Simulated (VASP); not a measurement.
# Mn2Se (Fm-3m) in VASP: single point with PBE

Aim: the single point of Mn2Se with PBE.

Everything below comes from runs of VASP 6.6.1. Logs are shortened: lines on timing, memory, paths and dates and some standing lists are left out, and cuts for length are marked.

## Step 1: The cell of the first run

It takes space group Fm-3m (No. 225, cubic). The conventional cell has a = 5.801 Å, b = 5.801 Å, c = 5.801 Å, α = 90.00°, β = 90.00°, γ = 90.00°. Within 3.3 Å of Mn (site symmetry -43m) lie 4 Se at 2.51 Å and 6 Mn at 2.90 Å. Se (site symmetry m-3m) has 8 Mn at 2.51 Å within 3.3 Å.

## Step 2: Single point, PBE, collinear spin, ferromagnetic start

INCAR reads:

```
ALGO     = Normal         # electronic algorithm
EDIFF    = 1E-6           # SCF threshold, eV
ENCUT    = 520            # plane-wave cutoff, eV
GGA      = PE             # functional
ISIF     = 2              # what is computed and relaxed
ISMEAR   = 0              # smearing method
ISPIN    = 2              # spin polarisation
LASPH    = T              # aspherical terms in the spheres
LCHARG   = F              # write CHGCAR
LMAXMIX  = 4              # l up to which the mixer works
LORBIT   = 11             # projections on sites
LREAL    = F              # projectors in reciprocal space
LWAVE    = F              # write WAVECAR
MAGMOM   = 3.53 3.53 0    # initial moments
NBANDS   = 27             # bands
NELM     = 150            # most SCF steps
PREC     = Accurate       # precision mode
SIGMA    = 0.1            # smearing width, eV
```

KPOINTS reads:

```
k-points
0
Gamma
  14 14 14
```

POSCAR reads:

```
Mn2Se
1.0
    0.0000000000      2.9005079782      2.9005079782
    2.9005079782      0.0000000000      2.9005079782
    2.9005079782      2.9005079782      0.0000000000
Mn Se
2 1
Direct
    0.2500000000      0.2500000000      0.2500000000
    0.7500000000      0.7500000000      0.7500000000
    0.0000000000      0.0000000000      0.0000000000
```

Potentials or basis: VASP PAW PBE potentials, release 64 (Mn_pv, Se).

Run with:

```
$ cat potpaw_PBE.64/Mn_pv/POTCAR potpaw_PBE.64/Se/POTCAR > POTCAR
$ mpirun -np 1 vasp_std > vasp.out
```

OUTCAR:

```text
EDIFF = 1E-6
   ENCUT = 520
   GGA = PE
   ISIF = 2
   ISMEAR = 0
   ISPIN = 2
   LASPH = T
   LORBIT = 11
   LREAL = F
   NELM = 150
   PREC = Accurate

 ion  position               nearest neighbor table
   1  0.250  0.250  0.250-   3 2.51   3 2.51   3 2.51   3 2.51   2 2.90   2 2.90   2 2.90   2 2.90
                             2 2.90   2 2.90
   2  0.750  0.750  0.750-   3 2.51   3 2.51   3 2.51   3 2.51   1 2.90   1 2.90   1 2.90   1 2.90
                             1 2.90   1 2.90
   3  0.000  0.000  0.000-   2 2.51   2 2.51   2 2.51   1 2.51   2 2.51   1 2.51   1 2.51   1 2.51

  LATTYP: Found a face centered cubic cell.
 ALAT       =     5.8010159564

  Lattice vectors:

 A1 = (   0.0000000000,   2.9005079782,   2.9005079782)
 A2 = (   2.9005079782,   0.0000000000,   2.9005079782)
 A3 = (   2.9005079782,   2.9005079782,   0.0000000000)

Analysis of symmetry for initial positions (statically):
=====================================================================
 Subroutine PRICEL returns:
 Original cell was already a primitive cell.

 Routine SETGRP: Setting up the symmetry group for a
 face centered cubic supercell.

 Subroutine GETGRP returns: Found 48 space group operations
 (whereof 48 operations were pure point group operations)
 out of a pool of 48 trial point group operations.

The static configuration has the point symmetry O_h .

Analysis of symmetry for dynamics (positions and initial velocities):
=====================================================================
 Subroutine PRICEL returns:
 Original cell was already a primitive cell.

 Routine SETGRP: Setting up the symmetry group for a
 face centered cubic supercell.

 Subroutine GETGRP returns: Found 48 space group operations
 (whereof 48 operations were pure point group operations)
 out of a pool of 48 trial point group operations.

The dynamic configuration has the point symmetry O_h .

Analysis of structural, dynamic, and magnetic symmetry:
=====================================================================
 Subroutine PRICEL returns:
 Original cell was already a primitive cell.

 Routine SETGRP: Setting up the symmetry group for a
 face centered cubic supercell.

 Subroutine GETGRP returns: Found 48 space group operations
 (whereof 48 operations were pure point group operations)
 out of a pool of 48 trial point group operations.

The overall configuration has the point symmetry O_h .

 Subroutine INISYM returns: Found 48 space group operations
 (whereof 48 operations are pure point group operations),
 and found     1 'primitive' translations

----------------------------------------------------------------------------------------

                                     Primitive cell

  volume of cell :      48.8036

  direct lattice vectors                    reciprocal lattice vectors
     0.000000000  2.900507978  2.900507978    -0.172383598  0.172383598  0.172383598
     2.900507978  0.000000000  2.900507978     0.172383598 -0.172383598  0.172383598
     2.900507978  2.900507978  0.000000000     0.172383598  0.172383598 -0.172383598

  length of vectors
     4.101937721  4.101937721  4.101937721     0.298577149  0.298577149  0.298577149

  position of ions in fractional coordinates (direct lattice)
     0.250000000  0.250000000  0.250000000
     0.750000000  0.750000000  0.750000000
     0.000000000  0.000000000  0.000000000

  ion indices of the primitive-cell ions
   primitive index   ion index
                 1           1
                 2           2
                 3           3

----------------------------------------------------------------------------------------

 KPOINTS: k-points

Automatic generation of k-mesh.
 Grid dimensions read from file:
 generate k-points for:   14   14   14

 Generating k-lattice:

  Cartesian coordinates                     Fractional coordinates (reciprocal lattice)
    -0.012313114  0.012313114  0.012313114     0.071428571  0.000000000  0.000000000
     0.012313114 -0.012313114  0.012313114     0.000000000  0.071428571  0.000000000
     0.012313114  0.012313114 -0.012313114     0.000000000  0.000000000  0.071428571

  Length of vectors
     0.021326939  0.021326939  0.021326939

  Shift w.r.t. Gamma in fractional coordinates (k-lattice)
     0.000000000  0.000000000  0.000000000

 Subroutine IBZKPT returns following result:
 ===========================================

 Found    104 irreducible k-points:

 Following reciprocal coordinates:
            Coordinates               Weight
  0.000000  0.000000  0.000000      1.000000
  0.071429  0.000000  0.000000      8.000000
  0.142857  0.000000  0.000000      8.000000
  0.214286  0.000000  0.000000      8.000000
  0.285714  0.000000  0.000000      8.000000
  0.357143  0.000000  0.000000      8.000000
[... 16 lines left out ...]
  0.214286  0.142857  0.000000     24.000000
  0.285714  0.142857  0.000000     24.000000
 [... further k-points ...]
   k-points           NKPTS =    104   k-points in BZ     NKDIM =    104   number of bands    NBANDS=     27
   number of dos      NEDOS =    301   number of ions     NIONS =      3
   total plane-waves  NPLWV =  32768
   dimension x,y,z NGX =    32 NGY =   32 NGZ =   32
   dimension x,y,z NGXF=    64 NGYF=   64 NGZF=   64
   ions per type =               2   1
   NGX,Y,Z   is equivalent  to a cutoff of  12.97, 12.97, 12.97 a.u.
   NGXF,Y,Z  is equivalent  to a cutoff of  25.94, 25.94, 25.94 a.u.
 SYSTEM =  unknown system
   PREC   = accura    normal or accurate (medium, high low for compatibility)
   ISTART =      0    job   : 0-new  1-cont  2-samecut
   ICHARG =      2    charge: 1-file 2-atom 10-const
   ISPIN  =      2    spin polarized calculation?
   LNONCOLLINEAR =      F non collinear calculations
   LSORBIT =      F    spin-orbit coupling
   LASPH  =      T    aspherical Exc in radial PAW
   ENCUT  =  520.0 eV  38.22 Ry    6.18 a.u.   7.63  7.63  7.63*2*pi/ulx,y,z
   NELM   =    150;   NELMIN=  2; NELMDL= -5     # of ELM steps
   EDIFF  = 0.1E-05   stopping-criterion for ELM
   LREAL  =      F    real-space projection
   EDIFFG = 0.1E-04   stopping-criterion for IOM
   NSW    =      0    number of steps for IOM
   IBRION =     -1    ionic relax: 0-MD 1-quasi-New 2-CG
   NFREE  =      0    steps in history (QN), initial steepest desc. (CG)
   ISIF   =      2    stress and relaxation
   ISYM   =      2    0-nonsym 1-usesym 2-fastsym
   POTIM  = 0.5000    time-step for ionic-motion
   TEBEG  =    0.0;   TEEND  =   0.0 temperature during run
   PSTRESS=    0.0 pullay stress
   NELECT =      32.0000    total number of electrons
   NUPDOWN=      -1.0000    fix difference up-down
   EMIN   =  10.00;   EMAX   =-10.00  energy-range for DOS
   EFERMI =   0.00;   METHOD = LEGACY
   ISMEAR =     0;   SIGMA  =   0.10  broadening in eV -4-tet -1-fermi 0-gaus
   EFERMI_NEDOS =   21; number of points for ismear=-14 and -15
   IALGO  =     38    algorithm
   IMIX   =      4    mixing-type and parameters
     AMIX     =   0.40;   BMIX     =  1.00
     AMIX_MAG =   1.60;   BMIX_MAG =  1.00
  volume/ion in A,a.u.               =      16.27       109.78
  Fermi-wavevector in a.u.,A,eV,Ry     =   1.422244  2.687651 27.521563  2.022778
  Thomas-Fermi vector in A             =   2.542968
   LORBIT       =     11    0 simple, 1 ext, 2 COOP (PROOUT), +10 PAW based schemes
   GGA     = PE    functional components
   LHFCALC =     F    Hartree Fock is set to
   AEXX    =    0.0000 exact exchange contribution
   IVDW    =     0    specifies the selected vdW correction
   LEPSILON=     F    determine dielectric tensor
   LRPA    =     F    only Hartree local field effects (RPA)
 spin polarized calculation
 Gauss-broadening in eV      SIGMA  =   0.10
  energy-cutoff  :      520.00
  volume of cell :       48.80
 maximum number of plane-waves:      1363
   NGX = 15   NGY = 15   NGZ = 15

 number of electron      32.0000028 magnetization       6.5706697

 Free energy of the ion-electron system (eV)
  ---------------------------------------------------
  ext. energy  EPLUGINS =         0.00000000
  ---------------------------------------------------
  free energy    TOTEN  =       -20.77554075 eV

  energy without entropy =      -20.76313151  energy(sigma->0) =      -20.76933613

 E-fermi :   7.6049     XC(G=0): -11.3664

 val. band max:        7.6042868955   @ k =  -0.4286   0.1429   0.0714
 cond. band min:       7.6125434270   @ k =  -0.2143   0.1429   0.0000
 fundamental gap:      0.0082565315
 Fermi energy:         7.6048631726

 spin component 1

 k-point     1 :       0.0000    0.0000    0.0000
  band No.  band energies     occupation
      1     -41.7898      1.00000
      2     -41.7898      1.00000
      3     -41.7898      1.00000
      4     -41.7247      1.00000
      5     -41.7247      1.00000
      6     -41.7247      1.00000
[... 19 lines left out ...]
     26      17.3753      0.00000
     27      17.3753      0.00000
[... 661 lines left out ...]
 k-point    24 :       0.2857    0.1429    0.0000
  band No.  band energies     occupation
      1     -41.7902      1.00000
      2     -41.7899      1.00000
      3     -41.7599      1.00000
      4     -41.7570      1.00000
      5     -41.7257      1.00000
      6     -41.7255      1.00000
[... 19 lines left out ...]
     26      17.4030      0.00000
     27      17.7969      0.00000

 [... further k-points ...]

 spin component 2

 k-point     1 :       0.0000    0.0000    0.0000
  band No.  band energies     occupation
      1     -38.4728      1.00000
      2     -38.4728      1.00000
      3     -38.4728      1.00000
      4     -38.3971      1.00000
      5     -38.3971      1.00000
      6     -38.3971      1.00000
[... 19 lines left out ...]
     26      18.3159      0.00000
     27      18.3159      0.00000
[... 661 lines left out ...]
 k-point    24 :       0.2857    0.1429    0.0000
  band No.  band energies     occupation
      1     -38.4736      1.00000
      2     -38.4732      1.00000
      3     -38.4380      1.00000
      4     -38.4351      1.00000
      5     -38.3983      1.00000
      6     -38.3979      1.00000
[... 19 lines left out ...]
     26      18.0763      0.00000
     27      18.6777      0.00000

 [... further k-points ...]
[... 5 lines left out ...]
  --------------------------------------------------------------------------------------
  -------------------------------------------------------------------------------------
  Total        0.1122954      0.1122954      0.1122954     -0.0000000     -0.0000000     -0.0000000
  in kB        3.6865507      3.6865507      3.6865507     -0.0000000     -0.0000000     -0.0000000
  external PRESSURE =       3.6865507 kB  Pullay stress =       0.0000000 kB

 VOLUME and BASIS-vectors are now :
 -----------------------------------------------------------------------------
  energy-cutoff  :      520.00
  volume of cell :       48.80
      direct lattice vectors                 reciprocal lattice vectors
     0.000000000  2.900507978  2.900507978    -0.172383598  0.172383598  0.172383598
     2.900507978  0.000000000  2.900507978     0.172383598 -0.172383598  0.172383598
     2.900507978  2.900507978  0.000000000     0.172383598  0.172383598 -0.172383598

 POSITION                                       TOTAL-FORCE (eV/Angst)
 -----------------------------------------------------------------------------------
      1.45025      1.45025      1.45025         0.000000     -0.000000      0.000000
      4.35076      4.35076      4.35076        -0.000000     -0.000000     -0.000000
      0.00000      0.00000      0.00000         0.000000      0.000000     -0.000000
 -----------------------------------------------------------------------------------
    total drift:                               -0.000000     -0.000000      0.000000

  FREE ENERGIE OF THE ION-ELECTRON SYSTEM (eV)
  ---------------------------------------------------
  free  energy   TOTEN  =       -20.7755407527 eV

  energy  without entropy=      -20.7631315059  energy(sigma->0) =      -20.76933613

 total charge

# of ion       s       p       d       tot
------------------------------------------
    1        0.248   6.203   5.191  11.642
    2        0.248   6.203   5.191  11.642
    3        1.423   2.365   0.141   3.928
--------------------------------------------------
tot          1.918  14.771  10.523  27.212

 magnetization (x)

# of ion       s       p       d       tot
------------------------------------------
    1        0.029   0.025   3.103   3.157
    2        0.029   0.025   3.103   3.157
    3        0.016  -0.056   0.017  -0.023
--------------------------------------------------
tot          0.074  -0.006   6.224   6.291
```

It took 3.4 min on 1 thread of AMD EPYC 7R43 (Zen 3), shared host; peak memory 0.31 GiB.

What came out:

```yaml
Free_energy: -20.7755 eV
Pressure: 0.4 GPa
Net_moment: 6.57 μB per cell
Site_moments: Mn +3.16; Se -0.02 μB
Valence_electrons_inside_the_program's_atomic_spheres: Mn 11.64; Se 3.93
```

Caveat: only a ferromagnetic start was run, and an antiferromagnetic order may lie lower in energy. With open d or f shells a metallic result of PBE can be an artefact of self-interaction; +U or a hybrid may open a gap.
